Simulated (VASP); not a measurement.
Runs of VASP 6.6.1 on Cu. The structure is that of space group Pm-3m (No. 221), or close to it. The cells are those of the table. 

```tsv
cell	k mesh	gap on the mesh (eV)	pressure (GPa)
a = 2.407 Å, 1 atom	23 × 23 × 23	none	0.3
a = 2.423 Å, 1 atom	15 × 15 × 15	none	-1.7
a = 2.439 Å, 1 atom	23 × 23 × 23	none	-3.4
a = 2.423 Å, 1 atom	23 × 23 × 23	none	-1.7
a = 2.439 Å, 1 atom	45 × 45 × 45	none	-3.4
a = 2.454 Å, 1 atom	15 × 15 × 15	none	(a)
a = 2.358 Å, 1 atom	23 × 23 × 23	none	7.7
a = 2.374 Å, 1 atom	15 × 15 × 15	none	5.1
```

Alike in all rows: task single point; level PBE; potentials or basis VASP PAW PBE potentials, release 64 (Cu); no spin polarisation; cutoff (eV) 520; smearing fermi-dirac 0.0612256 eV.

Question: Estimate the missing entries.

Answer: (a) -4.9.

A gap of «none» marks levels without a gap at the run's occupations.
